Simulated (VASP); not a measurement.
# KMgF3 (R3m) in VASP: relaxation of cell and atoms with PBE

Aim: the relaxation of cell and atoms of KMgF3 with PBE.

All numbers are computed with VASP 6.6.1; they aren't measurements. Logs are shortened: lines on timing, memory, paths and dates and some standing lists are left out, and cuts for length are marked.

**1. The cell of the first run**

The structure is trigonal, space group R3m (No. 160). Conventional cell: a = 4.920 Å, b = 4.920 Å, c = 15.304 Å, α = 90.00°, β = 90.00°, γ = 120.00°. K (site symmetry 3m) has 6 F at 2.47 Å and 3 Mg at 3.12 Å within 3.3 Å. Within 2.9 Å of Mg (site symmetry 3m) lie 3 F at 2.17 Å. F (site symmetry m) has 4 F at 2.08 to 2.84 Å and 1 Mg at 2.17 Å and 2 K at 2.47 Å within 2.9 Å.

The cell was generated, and may not be a known phase.

**2. Relaxation of cell and atoms, PBE**

File INCAR:

```
SYSTEM = KMgF3
  ALGO = Normal
  EDIFF = 1E-6
  EDIFFG = -0.08
  ENCUT = 600
  GGA = PE
  IBRION = 2
  ISIF = 3
  ISMEAR = 0
  LASPH = .True.
  LCHARG = .False.
  LREAL = .False.
  LWAVE = .False.
  NELM = 100
  NSW = 36
  PREC = Accurate
  SIGMA = 0.15
```

File KPOINTS:

```
k-points
0
Gamma
  3 3 3
  0 0 0
```

File POSCAR:

```
KMgF3
1.0
    2.4600976300      1.4203380300      5.1013573700
   -2.4600976300      1.4203380300      5.1013573700
    0.0000000000     -2.8406760600      5.1013573700
K Mg F
1 1 3
Direct
    0.8852766700      0.8852766700      0.8852766700
    0.3031155600      0.3031155600      0.3031155600
    0.4026557500      0.8259183600      0.4026557500
    0.4026557500      0.4026557500      0.8259183600
    0.8259183600      0.4026557500      0.4026557500
```

Potentials or basis: VASP PAW PBE potentials, release 64 (K_sv, Mg, F).

Command:

```bash
$ cat potpaw_PBE.64/K_sv/POTCAR potpaw_PBE.64/Mg/POTCAR potpaw_PBE.64/F/POTCAR > POTCAR
$ mpirun -np 1 vasp_std > vasp.out
```

OUTCAR:

```text
SYSTEM = KMgF3
   EDIFF = 1E-6
   EDIFFG = -0.08
   ENCUT = 600
   GGA = PE
   IBRION = 2
   ISIF = 3
   ISMEAR = 0
   LASPH = .True.
   LREAL = .False.
   NELM = 100
   NSW = 36
   PREC = Accurate

 ion  position               nearest neighbor table
   1  0.885  0.885  0.885-   4 2.47   4 2.47   3 2.47   5 2.47   3 2.47   5 2.47   2 3.12   2 3.12
                             2 3.12
   2  0.303  0.303  0.303-   3 2.17   5 2.17   4 2.17   1 3.12   1 3.12   1 3.12
   3  0.403  0.826  0.403-   2 2.17   1 2.47   1 2.47
   4  0.403  0.403  0.826-   2 2.17   1 2.47   1 2.47
   5  0.826  0.403  0.403-   2 2.17   1 2.47   1 2.47

  LATTYP: Found a trigonal (rhomboedric) cell.
 ALAT       =     5.8389457512
 COS(alpha) =     0.6449693883

  Lattice vectors:

 A1 = (   2.4600976300,   1.4203380300,   5.1013573700)
 A2 = (  -2.4600976300,   1.4203380300,   5.1013573700)
 A3 = (   0.0000000000,  -2.8406760600,   5.1013573700)

Analysis of symmetry for initial positions (statically):
=====================================================================
 Subroutine PRICEL returns:
 Original cell was already a primitive cell.

 Routine SETGRP: Setting up the symmetry group for a
 trigonal (rhombohedral) supercell.

 Subroutine GETGRP returns: Found  6 space group operations
 (whereof  6 operations were pure point group operations)
 out of a pool of 12 trial point group operations.

The static configuration has the point symmetry C_3v.

Analysis of symmetry for dynamics (positions and initial velocities):
=====================================================================
 Subroutine PRICEL returns:
 Original cell was already a primitive cell.

 Routine SETGRP: Setting up the symmetry group for a
 trigonal (rhombohedral) supercell.

 Subroutine GETGRP returns: Found  6 space group operations
 (whereof  6 operations were pure point group operations)
 out of a pool of 12 trial point group operations.

The dynamic configuration has the point symmetry C_3v.

 Subroutine INISYM returns: Found  6 space group operations
 (whereof  6 operations are pure point group operations),
 and found     1 'primitive' translations

----------------------------------------------------------------------------------------

                                     Primitive cell

  volume of cell :     106.9501

  direct lattice vectors                    reciprocal lattice vectors
     2.460097630  1.420338030  5.101357370     0.203243966  0.117342959  0.065342086
    -2.460097630  1.420338030  5.101357370    -0.203243966  0.117342959  0.065342086
     0.000000000 -2.840676060  5.101357370     0.000000000 -0.234685917  0.065342086

  length of vectors
     5.838945751  5.838945751  5.838945752     0.243612537  0.243612537  0.243612537

  position of ions in fractional coordinates (direct lattice)
     0.885276670  0.885276670  0.885276670
     0.303115560  0.303115560  0.303115560
     0.402655750  0.825918360  0.402655750
     0.402655750  0.402655750  0.825918360
     0.825918360  0.402655750  0.402655750

  ion indices of the primitive-cell ions
   primitive index   ion index
                 1           1
                 2           2
                 3           3
                 4           4
                 5           5

----------------------------------------------------------------------------------------

 KPOINTS: k-points

Automatic generation of k-mesh.
 Grid dimensions read from file:
 generate k-points for:    3    3    3

 Generating k-lattice:

  Cartesian coordinates                     Fractional coordinates (reciprocal lattice)
     0.067747989  0.039114320  0.021780695     0.333333333 -0.000000000  0.000000000
    -0.067747989  0.039114320  0.021780695    -0.000000000  0.333333333  0.000000000
     0.000000000 -0.078228639  0.021780695     0.000000000  0.000000000  0.333333333

  Length of vectors
     0.081204179  0.081204179  0.081204179

  Shift w.r.t. Gamma in fractional coordinates (k-lattice)
     0.000000000  0.000000000  0.000000000

 Subroutine IBZKPT returns following result:
 ===========================================

 Found      6 irreducible k-points:

 Following reciprocal coordinates:
            Coordinates               Weight
  0.000000  0.000000  0.000000      1.000000
  0.333333 -0.000000  0.000000      6.000000
  0.333333  0.333333  0.000000      6.000000
 -0.333333  0.333333  0.000000      6.000000
  0.333333  0.333333  0.333333      2.000000
 -0.333333  0.333333  0.333333      6.000000
   k-points           NKPTS =      6   k-points in BZ     NKDIM =      6   number of bands    NBANDS=     20
   number of dos      NEDOS =    301   number of ions     NIONS =      5
   total plane-waves  NPLWV = 110592
   dimension x,y,z NGX =    48 NGY =   48 NGZ =   48
   dimension x,y,z NGXF=    96 NGYF=   96 NGZF=   96
   ions per type =               1   1   3
   NGX,Y,Z   is equivalent  to a cutoff of  13.67, 13.67, 13.67 a.u.
   NGXF,Y,Z  is equivalent  to a cutoff of  27.33, 27.33, 27.33 a.u.
 SYSTEM =  KMgF3
   PREC   = accura    normal or accurate (medium, high low for compatibility)
   ISTART =      0    job   : 0-new  1-cont  2-samecut
   ICHARG =      2    charge: 1-file 2-atom 10-const
   ISPIN  =      1    spin polarized calculation?
   LNONCOLLINEAR =      F non collinear calculations
   LSORBIT =      F    spin-orbit coupling
   LASPH  =      T    aspherical Exc in radial PAW
   ENCUT  =  600.0 eV  44.10 Ry    6.64 a.u.  11.66 11.66 11.66*2*pi/ulx,y,z
   NELM   =    100;   NELMIN=  2; NELMDL= -5     # of ELM steps
   EDIFF  = 0.1E-05   stopping-criterion for ELM
   LREAL  =      F    real-space projection
   EDIFFG = -.8E-01   stopping-criterion for IOM
   NSW    =     36    number of steps for IOM
   IBRION =      2    ionic relax: 0-MD 1-quasi-New 2-CG
   NFREE  =      1    steps in history (QN), initial steepest desc. (CG)
   ISIF   =      3    stress and relaxation
   ISYM   =      2    0-nonsym 1-usesym 2-fastsym
   POTIM  = 0.5000    time-step for ionic-motion
   TEBEG  =    0.0;   TEEND  =   0.0 temperature during run
   PSTRESS=    0.0 pullay stress
   NELECT =      32.0000    total number of electrons
   NUPDOWN=      -1.0000    fix difference up-down
   EMIN   =  10.00;   EMAX   =-10.00  energy-range for DOS
   EFERMI =   0.00;   METHOD = LEGACY
   ISMEAR =     0;   SIGMA  =   0.15  broadening in eV -4-tet -1-fermi 0-gaus
   EFERMI_NEDOS =   21; number of points for ismear=-14 and -15
   IALGO  =     38    algorithm
   IMIX   =      4    mixing-type and parameters
     AMIX     =   0.40;   BMIX     =  1.00
     AMIX_MAG =   1.60;   BMIX_MAG =  1.00
  volume/ion in A,a.u.               =      21.39       144.35
  Fermi-wavevector in a.u.,A,eV,Ry     =   1.094959  2.069172 16.312500  1.198935
  Thomas-Fermi vector in A             =   2.231273
   LORBIT       =      0    0 simple, 1 ext, 2 COOP (PROOUT), +10 PAW based schemes
   GGA     = PE    functional components
   LHFCALC =     F    Hartree Fock is set to
   AEXX    =    0.0000 exact exchange contribution
   IVDW    =     0    specifies the selected vdW correction
   LEPSILON=     F    determine dielectric tensor
   LRPA    =     F    only Hartree local field effects (RPA)
 conjugate gradient relaxation of ions
 non-spin polarized calculation
 Gauss-broadening in eV      SIGMA  =   0.15
  energy-cutoff  :      600.00
  volume of cell :      106.95
 maximum number of plane-waves:      3581
 NGX is ok and might be reduce to    48
   NGX = 23   NGY = 23   NGZ = 23

--------------------------------------- Ionic step        1  -------------------------------------------

 number of electron      32.0000003 magnetization

 Free energy of the ion-electron system (eV)
  ---------------------------------------------------
  ext. energy  EPLUGINS =         0.00000000
  ---------------------------------------------------
  free energy    TOTEN  =       -16.18278786 eV

  energy without entropy =      -16.16767908  energy(sigma->0) =      -16.17523347

------------------------ aborting loop because EDIFF is reached ----------------------------------------

  FORCE on cell =-STRESS in cart. coord.  units (eV):
  Direction    XX          YY          ZZ          XY          YZ          ZX
  --------------------------------------------------------------------------------------
  -------------------------------------------------------------------------------------
  Total       10.3171692     10.3171692    -10.2857669      0.0000000      0.0000000      0.0000000
  in kB      154.5574979    154.5574981   -154.0870723      0.0000000      0.0000000      0.0000000
  external PRESSURE =      51.6759746 kB  Pullay stress =       0.0000000 kB
[... 98 lines left out ...]
  FREE ENERGIE OF THE ION-ELECTRON SYSTEM (eV)
  ---------------------------------------------------
  free  energy   TOTEN  =       -20.7561501935 eV

  energy  without entropy=      -20.7561501935  energy(sigma->0) =      -20.75615019

 E-fermi :   0.1727     XC(G=0): -10.2148

 val. band max:       -0.5936302452   @ k =  -0.3333   0.3333   0.3333
 cond. band min:       6.1946640921   @ k =   0.0000   0.0000   0.0000
 fundamental gap:      6.7882943373
 Fermi energy:         0.1726583777

 k-point     1 :       0.0000    0.0000    0.0000
  band No.  band energies     occupation
      1     -26.8505      2.00000
      2     -21.0264      2.00000
      3     -20.0760      2.00000
      4     -20.0760      2.00000
      5     -10.6272      2.00000
      6     -10.2454      2.00000
[... 12 lines left out ...]
     19       8.6012      0.00000
[... 99 lines left out ...]
      4     -20.2520      2.00000
      5     -10.6966      2.00000
      6     -10.4281      2.00000
[... 12 lines left out ...]
     19       9.9707      0.00000
     20      11.6593      0.00000

 E-fermi :  -0.4483     XC(G=0):  -9.8679

 val. band max:       -1.1395696075   @ k =  -0.3333   0.3333   0.3333
 cond. band min:       5.4047598384   @ k =   0.0000   0.0000   0.0000
 fundamental gap:      6.5443294459
 Fermi energy:        -0.4483072776

 k-point     1 :       0.0000    0.0000    0.0000
  band No.  band energies     occupation
      1     -27.4365      2.00000
      2     -21.2599      2.00000
      3     -20.4701      2.00000
      4     -20.4701      2.00000
      5     -11.1165      2.00000
      6     -10.8484      2.00000
[... 12 lines left out ...]
     19       8.0418      0.00000
[... 99 lines left out ...]
      4     -20.6454      2.00000
      5     -11.2074      2.00000
      6     -10.9815      2.00000
[... 12 lines left out ...]
     19       9.3451      0.00000
     20      11.0202      0.00000

[... ionic steps 4 to 28 ...]

--------------------------------------- Ionic step       29  -------------------------------------------

 number of electron      32.0000003 magnetization

------------------------ aborting loop because EDIFF is reached ----------------------------------------

  FORCE on cell =-STRESS in cart. coord.  units (eV):
  Direction    XX          YY          ZZ          XY          YZ          ZX
  --------------------------------------------------------------------------------------
  -------------------------------------------------------------------------------------
  Total       -0.0043978     -0.0043978      0.2085900      0.0000000      0.0000000      0.0000000
  in kB       -0.1072487     -0.1072487      5.0868658      0.0000000      0.0000000      0.0000000
  external PRESSURE =       1.6241228 kB  Pullay stress =       0.0000000 kB
[... 63 lines left out ...]
  energy  without entropy=      -24.4469654508  energy(sigma->0) =      -24.44696545

--------------------------------------- Ionic step       31  -------------------------------------------

 number of electron      32.0000002 magnetization

 Free energy of the ion-electron system (eV)
  ---------------------------------------------------
  ext. energy  EPLUGINS =         0.00000000
  ---------------------------------------------------
  free energy    TOTEN  =       -24.44830828 eV

  energy without entropy =      -24.44830828  energy(sigma->0) =      -24.44830828

 E-fermi :  -1.2290     XC(G=0):  -9.4793

 val. band max:       -1.9570230431   @ k =   0.3333   0.3333   0.3333
 cond. band min:       5.1913635399   @ k =   0.0000   0.0000   0.0000
 fundamental gap:      7.1483865831
 Fermi energy:        -1.2289985549

 k-point     1 :       0.0000    0.0000    0.0000
  band No.  band energies     occupation
      1     -27.5445      2.00000
      2     -21.8179      2.00000
      3     -21.2173      2.00000
      4     -21.2173      2.00000
      5     -11.0346      2.00000
      6     -11.0346      2.00000
[... 12 lines left out ...]
     19       8.2190      0.00000
[... 146 lines left out ...]
  FREE ENERGIE OF THE ION-ELECTRON SYSTEM (eV)
  ---------------------------------------------------
  free  energy   TOTEN  =       -24.4483082754 eV

  energy  without entropy=      -24.4483082754  energy(sigma->0) =      -24.44830828

 reached required accuracy - stopping structural energy minimisation
```

It took 14 min on 1 thread of Oxide Virtual Turin-like, shared host; peak memory 0.34 GiB.

What came out:

```
Free energy                           : -24.4483 eV
Relaxed volume                        : 13.20 Å³/atom
Relaxed cell                          : a = 4.041 Å, b = 4.041 Å, c = 4.041 Å, α = 89.50°, β = 89.50°, γ = 89.50°
Space group after relaxing (to 0.1 Å) : Pm-3m (No. 221)
Pressure after relaxing               : -0.2 GPa
Largest force after relaxing          : 0.068 eV/Å
Band gap on the k mesh                : 7.15 eV (least direct gap 7.30 eV)
```

Forces in eV/Å, atoms in the order of the input:
```
K    0.000  0.000  0.068
Mg   0.000  0.000  0.012
F    0.008 -0.004 -0.027
F    0.000  0.009 -0.027
F   -0.008 -0.004 -0.027
```

Final structure:
```
K Mg F
1.0
     2.84530    1.64273    2.35353
    -2.84530    1.64273    2.35353
     0.00000   -3.28547    2.35353
K Mg F
1 1 3
Direct
  0.85964 0.85964 0.85964
  0.36418 0.36418 0.36418
  0.36536 0.86508 0.36536
  0.36536 0.36536 0.86508
  0.86508 0.36536 0.36536
```

Caveat: the k points lie up to 0.52 Å⁻¹ apart in the final cell; the volume moved by over 15 % at a fixed basis, so the end points are rough; the relaxation stopped at a loose force limit of 0.08 eV/Å, so its end isn't a converged minimum. A k mesh can miss the band edges.
